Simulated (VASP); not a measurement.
# Li (Pm-3n) in VASP: further runs, part 2 of 2

VASP 6.6.1. The steps go on from the part before.

## 3. Relaxation of cell and atoms, PBE

This run uses another cell than the first one, of 20.64 Å³/atom.

The input, INCAR:

```
ALGO     = Fast           # electronic algorithm
EDIFF    = 1E-6           # SCF threshold, eV
EDIFFG   = -0.01          # ionic threshold
ENCUT    = 600            # plane-wave cutoff, eV
GGA      = PE             # functional
IBRION   = 2              # ionic algorithm
ISIF     = 3              # what is computed and relaxed
ISMEAR   = 0              # smearing method
LASPH    = True           # aspherical terms in the spheres
LCHARG   = False          # write CHGCAR
LREAL    = False          # projectors in reciprocal space
LWAVE    = False          # write WAVECAR
NELM     = 80             # most SCF steps
NSW      = 100            # ionic steps
PREC     = Accurate       # precision mode
SIGMA    = 0.1            # smearing width, eV
```

The input, KPOINTS:

```
k-points
0
Gamma
  8 8 8
```

The input, POSCAR:

```
Li
1.0
    5.4861988930      0.0000000000      0.0000000000
    0.0000000000      5.4861988930      0.0000000000
    0.0000000000      0.0000000000      5.4861988930
Li
8
Direct
    0.5000000000      0.5000000000      0.5000000000
    0.0000000000      0.0000000000      0.0000000000
    0.2500000000      0.0000000000      0.5000000000
    0.5000000000      0.2500000000      0.0000000000
    0.5000000000      0.7500000000      0.0000000000
    0.7500000000      0.0000000000      0.5000000000
    0.0000000000      0.5000000000      0.7500000000
    0.0000000000      0.5000000000      0.2500000000
```

Potentials or basis: VASP PAW PBE potentials, release 64 (Li_sv).

Started as:

```bash
cat potpaw_PBE.64/Li_sv/POTCAR > POTCAR
mpirun -np 1 vasp_std > vasp.out
```

OUTCAR:

```text
EDIFF = 1E-6
   EDIFFG = -0.01
   ENCUT = 600
   GGA = PE
   IBRION = 2
   ISIF = 3
   ISMEAR = 0
   LASPH = True
   LREAL = False
   NELM = 80
   NSW = 100
   PREC = Accurate

 ion  position               nearest neighbor table
   1  0.500  0.500  0.500-
   2  0.000  0.000  0.000-
   3  0.250  0.000  0.500-
   4  0.500  0.250  0.000-
   5  0.500  0.750  0.000-
   6  0.750  0.000  0.500-
   7  0.000  0.500  0.750-
   8  0.000  0.500  0.250-

  LATTYP: Found a simple cubic cell.
 ALAT       =     5.4861988930

  Lattice vectors:

 A1 = (   5.4861988930,   0.0000000000,   0.0000000000)
 A2 = (   0.0000000000,   5.4861988930,   0.0000000000)
 A3 = (   0.0000000000,   0.0000000000,   5.4861988930)

Analysis of symmetry for initial positions (statically):
=====================================================================
 Subroutine PRICEL returns:
 Original cell was already a primitive cell.

 Routine SETGRP: Setting up the symmetry group for a
 simple cubic supercell.

 Subroutine GETGRP returns: Found 48 space group operations
 (whereof 24 operations were pure point group operations)
 out of a pool of 48 trial point group operations.

The static configuration has the point symmetry T_h .
 The point group associated with its full space group is O_h .

Analysis of symmetry for dynamics (positions and initial velocities):
=====================================================================
 Subroutine PRICEL returns:
 Original cell was already a primitive cell.

 Routine SETGRP: Setting up the symmetry group for a
 simple cubic supercell.

 Subroutine GETGRP returns: Found 48 space group operations
 (whereof 24 operations were pure point group operations)
 out of a pool of 48 trial point group operations.

The dynamic configuration has the point symmetry T_h .
 The point group associated with its full space group is O_h .

 Subroutine INISYM returns: Found 48 space group operations
 (whereof 24 operations are pure point group operations),
 and found     1 'primitive' translations

----------------------------------------------------------------------------------------

                                     Primitive cell

  volume of cell :     165.1257

  direct lattice vectors                    reciprocal lattice vectors
     5.486198893  0.000000000  0.000000000     0.182275564  0.000000000  0.000000000
     0.000000000  5.486198893  0.000000000     0.000000000  0.182275564  0.000000000
     0.000000000  0.000000000  5.486198893     0.000000000  0.000000000  0.182275564

  length of vectors
     5.486198893  5.486198893  5.486198893     0.182275564  0.182275564  0.182275564

  position of ions in fractional coordinates (direct lattice)
     0.500000000  0.500000000  0.500000000
     0.000000000  0.000000000  0.000000000
     0.250000000  0.000000000  0.500000000
     0.500000000  0.250000000  0.000000000
     0.500000000  0.750000000  0.000000000
     0.750000000  0.000000000  0.500000000
     0.000000000  0.500000000  0.750000000
     0.000000000  0.500000000  0.250000000

  ion indices of the primitive-cell ions
   primitive index   ion index
                 1           1
                 2           2
                 3           3
[... 60 lines left out ...]
   number of dos      NEDOS =    301   number of ions     NIONS =      8
   total plane-waves  NPLWV = 110592
   dimension x,y,z NGX =    48 NGY =   48 NGZ =   48
   dimension x,y,z NGXF=    96 NGYF=   96 NGZF=   96
   ions per type =               8
   NGX,Y,Z   is equivalent  to a cutoff of  14.55, 14.55, 14.55 a.u.
   NGXF,Y,Z  is equivalent  to a cutoff of  29.09, 29.09, 29.09 a.u.
 SYSTEM =  unknown system
   PREC   = accura    normal or accurate (medium, high low for compatibility)
   ISTART =      0    job   : 0-new  1-cont  2-samecut
   ICHARG =      2    charge: 1-file 2-atom 10-const
   ISPIN  =      1    spin polarized calculation?
   LNONCOLLINEAR =      F non collinear calculations
   LSORBIT =      F    spin-orbit coupling
   LASPH  =      T    aspherical Exc in radial PAW
   ENCUT  =  600.0 eV  44.10 Ry    6.64 a.u.  10.96 10.96 10.96*2*pi/ulx,y,z
   NELM   =     80;   NELMIN=  2; NELMDL= -5     # of ELM steps
   EDIFF  = 0.1E-05   stopping-criterion for ELM
   LREAL  =      F    real-space projection
   EDIFFG = -.1E-01   stopping-criterion for IOM
   NSW    =    100    number of steps for IOM
   IBRION =      2    ionic relax: 0-MD 1-quasi-New 2-CG
   NFREE  =      1    steps in history (QN), initial steepest desc. (CG)
   ISIF   =      3    stress and relaxation
   ISYM   =      2    0-nonsym 1-usesym 2-fastsym
   POTIM  = 0.5000    time-step for ionic-motion
   TEBEG  =    0.0;   TEEND  =   0.0 temperature during run
   PSTRESS=    0.0 pullay stress
   NELECT =      24.0000    total number of electrons
   NUPDOWN=      -1.0000    fix difference up-down
   EMIN   =  10.00;   EMAX   =-10.00  energy-range for DOS
   EFERMI =   0.00;   METHOD = LEGACY
   ISMEAR =     0;   SIGMA  =   0.10  broadening in eV -4-tet -1-fermi 0-gaus
   EFERMI_NEDOS =   21; number of points for ismear=-14 and -15
   IALGO  =     68    algorithm
   IMIX   =      4    mixing-type and parameters
     AMIX     =   0.40;   BMIX     =  1.00
     AMIX_MAG =   1.60;   BMIX_MAG =  1.00
  volume/ion in A,a.u.               =      20.64       139.29
  Fermi-wavevector in a.u.,A,eV,Ry     =   0.860743  1.626569 10.080273  0.740879
  Thomas-Fermi vector in A             =   1.978294
   LORBIT       =      0    0 simple, 1 ext, 2 COOP (PROOUT), +10 PAW based schemes
   GGA     = PE    functional components
   LHFCALC =     F    Hartree Fock is set to
   AEXX    =    0.0000 exact exchange contribution
   IVDW    =     0    specifies the selected vdW correction
   LEPSILON=     F    determine dielectric tensor
   LRPA    =     F    only Hartree local field effects (RPA)
 conjugate gradient relaxation of ions
 non-spin polarized calculation
 RMM-DIIS sequential band-by-band and
 Gauss-broadening in eV      SIGMA  =   0.10
  energy-cutoff  :      600.00
  volume of cell :      165.13
 maximum number of plane-waves:      5558
 NGX is ok and might be reduce to    48
   NGX = 21   NGY = 21   NGZ = 21

--------------------------------------- Ionic step        1  -------------------------------------------

 number of electron      24.0000038 magnetization

 Free energy of the ion-electron system (eV)
  ---------------------------------------------------
  ext. energy  EPLUGINS =         0.00000000
  ---------------------------------------------------
  free energy    TOTEN  =       -15.12100680 eV

  energy without entropy =      -15.09735763  energy(sigma->0) =      -15.10918221

------------------------ aborting loop because EDIFF is reached ----------------------------------------

  FORCE on cell =-STRESS in cart. coord.  units (eV):
  Direction    XX          YY          ZZ          XY          YZ          ZX
  --------------------------------------------------------------------------------------
  -------------------------------------------------------------------------------------
  Total       -0.3538265     -0.3538265     -0.3538265      0.0000000      0.0000000     -0.0000000
  in kB       -3.4330990     -3.4330990     -3.4330990      0.0000000      0.0000000     -0.0000000
  external PRESSURE =      -3.4330990 kB  Pullay stress =       0.0000000 kB
[... 71 lines left out ...]
--------------------------------------- Ionic step        3  -------------------------------------------

 number of electron      23.9999978 magnetization

 Free energy of the ion-electron system (eV)
  ---------------------------------------------------
  ext. energy  EPLUGINS =         0.00000000
  ---------------------------------------------------
  free energy    TOTEN  =       -15.12595132 eV

  energy without entropy =      -15.10241359  energy(sigma->0) =      -15.11418245

 E-fermi :   0.6505     XC(G=0):  -7.0625

 val. band max:        0.6474968014   @ k =   0.3750   0.2500   0.1250
 cond. band min:       0.6526609474   @ k =   0.5000   0.3750   0.2500
 fundamental gap:      0.0051641461
 Fermi energy:         0.6505373410

 k-point     1 :       0.0000    0.0000    0.0000
  band No.  band energies     occupation
      1     -45.9050      2.00000
      2     -45.8935      2.00000
      3     -45.8935      2.00000
      4     -45.8793      2.00000
      5     -45.8746      2.00000
      6     -45.8743      2.00000
[... 457 lines left out ...]
      4     -45.8847      2.00000
      5     -45.8820      2.00000
      6     -45.8772      2.00000
[... 9 lines left out ...]
     16       2.3832      0.00000
     17       4.1449      0.00000

 [... further k-points ...]

------------------------ aborting loop because EDIFF is reached ----------------------------------------

  FORCE on cell =-STRESS in cart. coord.  units (eV):
  Direction    XX          YY          ZZ          XY          YZ          ZX
  --------------------------------------------------------------------------------------
  -------------------------------------------------------------------------------------
  Total       -0.0616862     -0.0616862     -0.0616862     -0.0000000      0.0000000      0.0000000
  in kB       -0.6141180     -0.6141180     -0.6141180     -0.0000000      0.0000000      0.0000000
  external PRESSURE =      -0.6141180 kB  Pullay stress =       0.0000000 kB
[... 23 lines left out ...]
  FREE ENERGIE OF THE ION-ELECTRON SYSTEM (eV)
  ---------------------------------------------------
  free  energy   TOTEN  =       -15.1259513226 eV

  energy  without entropy=      -15.1024135868  energy(sigma->0) =      -15.11418245

 reached required accuracy - stopping structural energy minimisation
```

Run time: 4 min. Hardware: 1 thread of Intel Xeon Platinum 8375C at 2.90GHz (Ice Lake), shared host; peak memory 0.36 GiB.

What came out:

- Free energy: -15.1260 eV
- Relaxed volume: 20.12 Å³/atom
- Relaxed cell: a = 5.439 Å, b = 5.439 Å, c = 5.439 Å, α = 90.00°, β = 90.00°, γ = 90.00°
- Space group after relaxing (to 0.1 Å): Pm-3n (No. 223)
- Energy gained by relaxing: 0.6 meV/atom
- Ionic steps: 3
- Pressure after relaxing: -0.1 GPa
- Band gap on the k mesh: zero (bands 12 and 13 overlap by 1.13 eV)

Step by step:
| step | energy change (eV) | largest force (eV/Å) | pressure (GPa) | volume (Å³) |
| --- | --- | --- | --- | --- |
| 1 | 0.0000 | 0.0000 | -0.34 | 165.13 |
| 2 | -0.0020 | 0.0000 | -0.28 | 164.07 |
| 3 | -0.0049 | 0.0000 | -0.06 | 160.93 |

Final structure:
```cif
data_structure
_symmetry_space_group_name_H-M 'P 1'
_symmetry_Int_Tables_number 1
_cell_length_a 5.4394
_cell_length_b 5.4394
_cell_length_c 5.4394
_cell_angle_alpha 90.000
_cell_angle_beta 90.000
_cell_angle_gamma 90.000
_cell_volume 160.93
loop_
_atom_site_label
_atom_site_type_symbol
_atom_site_fract_x
_atom_site_fract_y
_atom_site_fract_z
_atom_site_occupancy
Li1 Li 0.50000 0.50000 0.50000 1
Li2 Li 0.00000 0.00000 0.00000 1
Li3 Li 0.25000 0.00000 0.50000 1
Li4 Li 0.50000 0.25000 0.00000 1
Li5 Li 0.50000 0.75000 0.00000 1
Li6 Li 0.75000 0.00000 0.50000 1
Li7 Li 0.00000 0.50000 0.75000 1
Li8 Li 0.00000 0.50000 0.25000 1
```

Levels at points of the mesh, in eV from the Fermi level:
```
           k point  band 10  band 11  band 12  band 13  band 14  band 15
(0.00, 0.00, 0.00)    -0.30    -0.30    -0.30     0.61     0.61     0.87
(0.50, 0.00, 0.00)    -2.63     0.40     0.40     0.84     0.84     1.37
(0.50, 0.50, 0.00)    -1.68    -1.67    -1.67     1.06     1.50     1.50
(0.50, 0.50, 0.50)    -0.72    -0.72    -0.72    -0.72    -0.72    -0.68
```

Caveat: the cutoff is under 1.25 times the usual one of these potentials, so pressure, stress and relaxed cells hold a basis-set (Pulay) error.
